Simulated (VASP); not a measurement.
# SiNi (Pnma) in VASP: a series of runs, part 2 of 2

VASP 6.6.1. The steps go on from the part before.

## (3) Single point, PBE

This run uses another cell than the first one, of 12.22 Å³/atom.

Input file INCAR:

```
SYSTEM = SiNi
ALGO = Normal ; EDIFF = 1E-6
ENCUT = 600 ; GGA = PE
GGA_COMPAT = .False. ; ISIF = 2
ISMEAR = 0 ; LASPH = .True.
LCHARG = .False. ; LREAL = .False.
LWAVE = .False. ; NBANDS = 38
NELM = 120 ; PREC = Accurate
SIGMA = 0.1
```

Input file KPOINTS:

```
k-points
0
Gamma
  8 10 6
  0 0 0
```

Input file POSCAR:

```
SiNi
1.0
    5.1538617649      0.0000000000      0.0000000000
    0.0000000000      3.3757393702      0.0000000000
    0.0000000000      0.0000000000      5.6180742778
Ni Si
4 4
Direct
    0.0082911945      0.2500000000      0.1884621565
    0.4917088055      0.7500000000      0.6884621565
    0.9917088055      0.7500000000      0.8115378435
    0.5082911945      0.2500000000      0.3115378435
    0.1787281758      0.2500000000      0.5841324697
    0.3212718242      0.7500000000      0.0841324697
    0.8212718242      0.7500000000      0.4158675303
    0.6787281758      0.2500000000      0.9158675303
```

Potentials or basis: VASP PAW PBE potentials, release 64 (Ni, Si).

Started as:

```bash
$ cat potpaw_PBE.64/Ni/POTCAR potpaw_PBE.64/Si/POTCAR > POTCAR
$ mpirun -np 1 vasp_std > vasp.out
```

OUTCAR:

```text
SYSTEM = SiNi
   EDIFF = 1E-6
   ENCUT = 600
   GGA = PE
   ISIF = 2
   ISMEAR = 0
   LASPH = .True.
   LREAL = .False.
   NELM = 120
   PREC = Accurate

 ion  position               nearest neighbor table
   1  0.008  0.250  0.188-   8 2.29   7 2.33   7 2.33   5 2.39   6 2.41   6 2.41   4 2.67   4 2.67
                             3 2.71   3 2.71
   2  0.492  0.750  0.688-   7 2.29   8 2.33   8 2.33   6 2.39   5 2.41   5 2.41   3 2.67   3 2.67
                             4 2.71   4 2.71
   3  0.992  0.750  0.812-   6 2.29   5 2.33   5 2.33   7 2.39   8 2.41   8 2.41   2 2.67   2 2.67
                             1 2.71   1 2.71
   4  0.508  0.250  0.312-   5 2.29   6 2.33   6 2.33   8 2.39   7 2.41   7 2.41   1 2.67   1 2.67
                             2 2.71   2 2.71
   5  0.179  0.250  0.584-   4 2.29   3 2.33   3 2.33   1 2.39   2 2.41   2 2.41   7 2.67   7 2.67

   6  0.321  0.750  0.084-   3 2.29   4 2.33   4 2.33   2 2.39   1 2.41   1 2.41   8 2.67   8 2.67

   7  0.821  0.750  0.416-   2 2.29   1 2.33   1 2.33   3 2.39   4 2.41   4 2.41   5 2.67   5 2.67

   8  0.679  0.250  0.916-   1 2.29   2 2.33   2 2.33   4 2.39   3 2.41   3 2.41   6 2.67   6 2.67

  LATTYP: Found a simple orthorhombic cell.
 ALAT       =     3.3757393702
 B/A-ratio  =     1.5267356865
 C/A-ratio  =     1.6642500092

  Lattice vectors:

 A1 = (   0.0000000000,  -3.3757393702,   0.0000000000)
 A2 = (   5.1538617649,   0.0000000000,   0.0000000000)
 A3 = (   0.0000000000,   0.0000000000,   5.6180742778)

Analysis of symmetry for initial positions (statically):
=====================================================================
 Subroutine PRICEL returns:
 Original cell was already a primitive cell.

 Routine SETGRP: Setting up the symmetry group for a
 simple orthorhombic supercell.

 Subroutine GETGRP returns: Found  8 space group operations
 (whereof  2 operations were pure point group operations)
 out of a pool of  8 trial point group operations.

The static configuration has the point symmetry S_2 .
 The point group associated with its full space group is D_2h.

Analysis of symmetry for dynamics (positions and initial velocities):
=====================================================================
 Subroutine PRICEL returns:
 Original cell was already a primitive cell.

 Routine SETGRP: Setting up the symmetry group for a
 simple orthorhombic supercell.

 Subroutine GETGRP returns: Found  8 space group operations
 (whereof  2 operations were pure point group operations)
 out of a pool of  8 trial point group operations.

The dynamic configuration has the point symmetry S_2 .
 The point group associated with its full space group is D_2h.

 Subroutine INISYM returns: Found  8 space group operations
 (whereof  2 operations are pure point group operations),
 and found     1 'primitive' translations

----------------------------------------------------------------------------------------

                                     Primitive cell

  volume of cell :      97.7438

  direct lattice vectors                    reciprocal lattice vectors
     5.153861765  0.000000000  0.000000000     0.194029263  0.000000000  0.000000000
     0.000000000  3.375739370  0.000000000     0.000000000  0.296231400  0.000000000
     0.000000000  0.000000000  5.618074278     0.000000000  0.000000000  0.177996935
[... 76 lines left out ...]
  0.375000  0.400000  0.000000      4.000000
 [... further k-points ...]
   k-points           NKPTS =    120   k-points in BZ     NKDIM =    120   number of bands    NBANDS=     38
   number of dos      NEDOS =    301   number of ions     NIONS =      8
   total plane-waves  NPLWV =  56448
   dimension x,y,z NGX =    42 NGY =   28 NGZ =   48
   dimension x,y,z NGXF=    84 NGYF=   56 NGZF=   96
   ions per type =               4   4
   NGX,Y,Z   is equivalent  to a cutoff of  13.55, 13.79, 14.20 a.u.
   NGXF,Y,Z  is equivalent  to a cutoff of  27.10, 27.58, 28.41 a.u.
 SYSTEM =  SiNi
   PREC   = accura    normal or accurate (medium, high low for compatibility)
   ISTART =      0    job   : 0-new  1-cont  2-samecut
   ICHARG =      2    charge: 1-file 2-atom 10-const
   ISPIN  =      1    spin polarized calculation?
   LNONCOLLINEAR =      F non collinear calculations
   LSORBIT =      F    spin-orbit coupling
   LASPH  =      T    aspherical Exc in radial PAW
   ENCUT  =  600.0 eV  44.10 Ry    6.64 a.u.  10.29  6.74 11.22*2*pi/ulx,y,z
   NELM   =    120;   NELMIN=  2; NELMDL= -5     # of ELM steps
   EDIFF  = 0.1E-05   stopping-criterion for ELM
   LREAL  =      F    real-space projection
   EDIFFG = 0.1E-04   stopping-criterion for IOM
   NSW    =      0    number of steps for IOM
   IBRION =     -1    ionic relax: 0-MD 1-quasi-New 2-CG
   NFREE  =      0    steps in history (QN), initial steepest desc. (CG)
   ISIF   =      2    stress and relaxation
   ISYM   =      2    0-nonsym 1-usesym 2-fastsym
   POTIM  = 0.5000    time-step for ionic-motion
   TEBEG  =    0.0;   TEEND  =   0.0 temperature during run
   PSTRESS=    0.0 pullay stress
   NELECT =      56.0000    total number of electrons
   NUPDOWN=      -1.0000    fix difference up-down
   EMIN   =  10.00;   EMAX   =-10.00  energy-range for DOS
   EFERMI =   0.00;   METHOD = LEGACY
   ISMEAR =     0;   SIGMA  =   0.10  broadening in eV -4-tet -1-fermi 0-gaus
   EFERMI_NEDOS =   21; number of points for ismear=-14 and -15
   IALGO  =     38    algorithm
   IMIX   =      4    mixing-type and parameters
     AMIX     =   0.40;   BMIX     =  1.00
     AMIX_MAG =   1.60;   BMIX_MAG =  1.00
  volume/ion in A,a.u.               =      12.22        82.45
  Fermi-wavevector in a.u.,A,eV,Ry     =   1.359694  2.569449 25.154006  1.848767
  Thomas-Fermi vector in A             =   2.486420
   LORBIT       =      0    0 simple, 1 ext, 2 COOP (PROOUT), +10 PAW based schemes
   GGA     = PE    functional components
   LHFCALC =     F    Hartree Fock is set to
   AEXX    =    0.0000 exact exchange contribution
   IVDW    =     0    specifies the selected vdW correction
   LEPSILON=     F    determine dielectric tensor
   LRPA    =     F    only Hartree local field effects (RPA)
 non-spin polarized calculation
 Gauss-broadening in eV      SIGMA  =   0.10
  energy-cutoff  :      600.00
  volume of cell :       97.74
 maximum number of plane-waves:      3288
 NGX is ok and might be reduce to    42
   NGX = 21   NGY = 13   NGZ = 23

 number of electron      56.0000013 magnetization

 Free energy of the ion-electron system (eV)
  ---------------------------------------------------
  ext. energy  EPLUGINS =         0.00000000
  ---------------------------------------------------
  free energy    TOTEN  =       -47.60726844 eV

  energy without entropy =      -47.59949998  energy(sigma->0) =      -47.60338421

 E-fermi :  10.3005     XC(G=0): -12.1686

 val. band max:       10.2883223016   @ k =   0.1250   0.4000   0.0000
 cond. band min:      10.3320118146   @ k =   0.2500   0.5000   0.0000
 fundamental gap:      0.0436895131
 Fermi energy:        10.3004742073

 k-point     1 :       0.0000    0.0000    0.0000
  band No.  band energies     occupation
      1      -2.6177      2.00000
      2       0.7069      2.00000
      3       1.9876      2.00000
      4       2.5693      2.00000
      5       3.8673      2.00000
      6       4.3359      2.00000
[... 973 lines left out ...]
     37      16.2454      0.00000
     38      16.8304      0.00000

 [... further k-points ...]

------------------------ aborting loop because EDIFF is reached ----------------------------------------

  FORCE on cell =-STRESS in cart. coord.  units (eV):
  Direction    XX          YY          ZZ          XY          YZ          ZX
  --------------------------------------------------------------------------------------
  -------------------------------------------------------------------------------------
  Total        0.0186609     -0.0607224      0.0432874      0.0000000      0.0000000      0.0000000
  in kB        0.3058815     -0.9953377      0.7095502      0.0000000      0.0000000      0.0000000
  external PRESSURE =       0.0066980 kB  Pullay stress =       0.0000000 kB

 VOLUME and BASIS-vectors are now :
 -----------------------------------------------------------------------------
  energy-cutoff  :      600.00
  volume of cell :       97.74
      direct lattice vectors                 reciprocal lattice vectors
     5.153861765  0.000000000  0.000000000     0.194029263  0.000000000  0.000000000
     0.000000000  3.375739370  0.000000000     0.000000000  0.296231400  0.000000000
     0.000000000  0.000000000  5.618074278     0.000000000  0.000000000  0.177996935

 POSITION                                       TOTAL-FORCE (eV/Angst)
 -----------------------------------------------------------------------------------
      0.04273      0.84393      1.05879         0.010373     -0.000000     -0.001592
      2.53420      2.53180      3.86783        -0.010373      0.000000     -0.001592
      5.11113      2.53180      4.55928        -0.010373     -0.000000      0.001592
      2.61966      0.84393      1.75024         0.010373     -0.000000      0.001592
      0.92114      0.84393      3.28170        -0.001181     -0.000000      0.001859
      1.65579      2.53180      0.47266         0.001181     -0.000000      0.001859
      4.23272      2.53180      2.33637         0.001181     -0.000000     -0.001859
      3.49807      0.84393      5.14541        -0.001181      0.000000     -0.001859
 -----------------------------------------------------------------------------------
    total drift:                                0.000000      0.000000     -0.000000

  FREE ENERGIE OF THE ION-ELECTRON SYSTEM (eV)
  ---------------------------------------------------
  free  energy   TOTEN  =       -47.6072684395 eV

  energy  without entropy=      -47.5994999799  energy(sigma->0) =      -47.60338421
```

Wall time 9.9 min (1 thread of Oxide Virtual Turin-like, shared host); peak memory 0.48 GiB.

Results:

* Free energy: -47.6073 eV
* Pressure: 0.0 GPa
* Largest force: 0.010 eV/Å
* Band gap on the k mesh: zero (bands 28 and 29 overlap by 1.80 eV)

Forces on the atoms (eV/Å):
```
Ni   0.010  0.000 -0.002
Ni  -0.010  0.000 -0.002
Ni  -0.010  0.000  0.002
Ni   0.010  0.000  0.002
Si  -0.001  0.000  0.002
Si   0.001  0.000  0.002
Si   0.001  0.000 -0.002
Si  -0.001  0.000 -0.002
```

Stress tensor (GPa, compression positive):
```
 0.03  0.00  0.00
 0.00 -0.10  0.00
 0.00  0.00  0.07
```

## (4) Single point, PBE

This run uses another cell than the first one, of 12.22 Å³/atom.

Input file INCAR:

```
PREC = Accurate
ENCUT = 600
EDIFF = 1E-6
ISMEAR = 0
SIGMA = 0.1
LREAL = False
LASPH = True
NELM = 120
ALGO = Normal
ISIF = 2
LWAVE = False
LCHARG = True
GGA = PE
LELF = True
LVHAR = True
NBANDS = 38
GGA_COMPAT = False
```

Input file KPOINTS:

```
Automatic mesh
0
Gamma
  8 10 6
```

POSCAR is that of step 3.

Potentials or basis: VASP PAW PBE potentials, release 64 (Ni, Si).

Started as:

```bash
$ cat potpaw_PBE.64/Ni/POTCAR potpaw_PBE.64/Si/POTCAR > POTCAR
$ mpirun -np 1 vasp_std > vasp.out
```

OUTCAR:

```text
PREC = Accurate
   ENCUT = 600
   EDIFF = 1E-6
   ISMEAR = 0
   LREAL = False
   LASPH = True
   NELM = 120
   ISIF = 2
   GGA = PE

 ion  position               nearest neighbor table
   1  0.008  0.250  0.188-   8 2.29   7 2.33   7 2.33   5 2.39   6 2.41   6 2.41   4 2.67   4 2.67
                             3 2.71   3 2.71
   2  0.492  0.750  0.688-   7 2.29   8 2.33   8 2.33   6 2.39   5 2.41   5 2.41   3 2.67   3 2.67
                             4 2.71   4 2.71
   3  0.992  0.750  0.812-   6 2.29   5 2.33   5 2.33   7 2.39   8 2.41   8 2.41   2 2.67   2 2.67
                             1 2.71   1 2.71
   4  0.508  0.250  0.312-   5 2.29   6 2.33   6 2.33   8 2.39   7 2.41   7 2.41   1 2.67   1 2.67
                             2 2.71   2 2.71
   5  0.179  0.250  0.584-   4 2.29   3 2.33   3 2.33   1 2.39   2 2.41   2 2.41   7 2.67   7 2.67

   6  0.321  0.750  0.084-   3 2.29   4 2.33   4 2.33   2 2.39   1 2.41   1 2.41   8 2.67   8 2.67

   7  0.821  0.750  0.416-   2 2.29   1 2.33   1 2.33   3 2.39   4 2.41   4 2.41   5 2.67   5 2.67

   8  0.679  0.250  0.916-   1 2.29   2 2.33   2 2.33   4 2.39   3 2.41   3 2.41   6 2.67   6 2.67

  LATTYP: Found a simple orthorhombic cell.
 ALAT       =     3.3757393702
 B/A-ratio  =     1.5267356865
 C/A-ratio  =     1.6642500092

  Lattice vectors:

 A1 = (   0.0000000000,  -3.3757393702,   0.0000000000)
 A2 = (   5.1538617649,   0.0000000000,   0.0000000000)
 A3 = (   0.0000000000,   0.0000000000,   5.6180742778)

Analysis of symmetry for initial positions (statically):
=====================================================================
 Subroutine PRICEL returns:
 Original cell was already a primitive cell.

 Routine SETGRP: Setting up the symmetry group for a
 simple orthorhombic supercell.

 Subroutine GETGRP returns: Found  8 space group operations
 (whereof  2 operations were pure point group operations)
 out of a pool of  8 trial point group operations.

The static configuration has the point symmetry S_2 .
 The point group associated with its full space group is D_2h.

[... 151 lines left out ...]
   LHFCALC =     F    Hartree Fock is set to
   AEXX    =    0.0000 exact exchange contribution
   IVDW    =     0    specifies the selected vdW correction
   LEPSILON=     F    determine dielectric tensor
   LRPA    =     F    only Hartree local field effects (RPA)
 non-spin polarized calculation
 Gauss-broadening in eV      SIGMA  =   0.10
  energy-cutoff  :      600.00
  volume of cell :       97.74
 maximum number of plane-waves:      3288
 NGX is ok and might be reduce to    42
   NGX = 21   NGY = 13   NGZ = 23

 number of electron      56.0000013 magnetization

 Free energy of the ion-electron system (eV)
  ---------------------------------------------------
  ext. energy  EPLUGINS =         0.00000000
  ---------------------------------------------------
  free energy    TOTEN  =       -47.60726844 eV

  energy without entropy =      -47.59949998  energy(sigma->0) =      -47.60338421

 E-fermi :  10.3005     XC(G=0): -12.1686

 val. band max:       10.2883223016   @ k =   0.1250   0.4000   0.0000
 cond. band min:      10.3320118146   @ k =   0.2500   0.5000   0.0000
 fundamental gap:      0.0436895131
 Fermi energy:        10.3004742073

 k-point     1 :       0.0000    0.0000    0.0000
  band No.  band energies     occupation
      1      -2.6177      2.00000
      2       0.7069      2.00000
      3       1.9876      2.00000
      4       2.5693      2.00000
      5       3.8673      2.00000
      6       4.3359      2.00000
[... 973 lines left out ...]
     37      16.2454      0.00000
     38      16.8304      0.00000

 [... further k-points ...]

------------------------ aborting loop because EDIFF is reached ----------------------------------------

  FORCE on cell =-STRESS in cart. coord.  units (eV):
  Direction    XX          YY          ZZ          XY          YZ          ZX
  --------------------------------------------------------------------------------------
  -------------------------------------------------------------------------------------
  Total        0.0186609     -0.0607224      0.0432874      0.0000000      0.0000000      0.0000000
  in kB        0.3058815     -0.9953377      0.7095502      0.0000000      0.0000000      0.0000000
  external PRESSURE =       0.0066980 kB  Pullay stress =       0.0000000 kB

 VOLUME and BASIS-vectors are now :
 -----------------------------------------------------------------------------
  energy-cutoff  :      600.00
  volume of cell :       97.74
      direct lattice vectors                 reciprocal lattice vectors
     5.153861765  0.000000000  0.000000000     0.194029263  0.000000000  0.000000000
     0.000000000  3.375739370  0.000000000     0.000000000  0.296231400  0.000000000
     0.000000000  0.000000000  5.618074278     0.000000000  0.000000000  0.177996935

 POSITION                                       TOTAL-FORCE (eV/Angst)
 -----------------------------------------------------------------------------------
      0.04273      0.84393      1.05879         0.010373     -0.000000     -0.001592
      2.53420      2.53180      3.86783        -0.010373      0.000000     -0.001592
      5.11113      2.53180      4.55928        -0.010373     -0.000000      0.001592
      2.61966      0.84393      1.75024         0.010373     -0.000000      0.001592
      0.92114      0.84393      3.28170        -0.001181     -0.000000      0.001859
      1.65579      2.53180      0.47266         0.001181     -0.000000      0.001859
      4.23272      2.53180      2.33637         0.001181     -0.000000     -0.001859
      3.49807      0.84393      5.14541        -0.001181      0.000000     -0.001859
 -----------------------------------------------------------------------------------
    total drift:                                0.000000      0.000000     -0.000000

  FREE ENERGIE OF THE ION-ELECTRON SYSTEM (eV)
  ---------------------------------------------------
  free  energy   TOTEN  =       -47.6072684395 eV

  energy  without entropy=      -47.5994999799  energy(sigma->0) =      -47.60338421
```

Run time: 10 min. Hardware: 1 thread of Oxide Virtual Turin-like, shared host; peak memory 0.47 GiB.

Results:

| Property | Result |
| --- | --- |
| Free energy | -47.6073 eV |
| Pressure | 0.0 GPa |
| Largest force | 0.010 eV/Å |
| Band gap on the k mesh | zero (bands 28 and 29 overlap by 1.80 eV) |

Forces on the atoms (eV/Å):
```
Ni   0.010  0.000 -0.002
Ni  -0.010  0.000 -0.002
Ni  -0.010  0.000  0.002
Ni   0.010  0.000  0.002
Si  -0.001  0.000  0.002
Si   0.001  0.000  0.002
Si   0.001  0.000 -0.002
Si  -0.001  0.000 -0.002
```

Stress tensor (GPa, compression positive):
```
 0.03  0.00  0.00
 0.00 -0.10  0.00
 0.00  0.00  0.07
```

Spin polarisation is off, so any magnetic state and its effect on volume and gap are missing.

The gap in the log of VASP goes by the Fermi energy; the results here count the filled bands.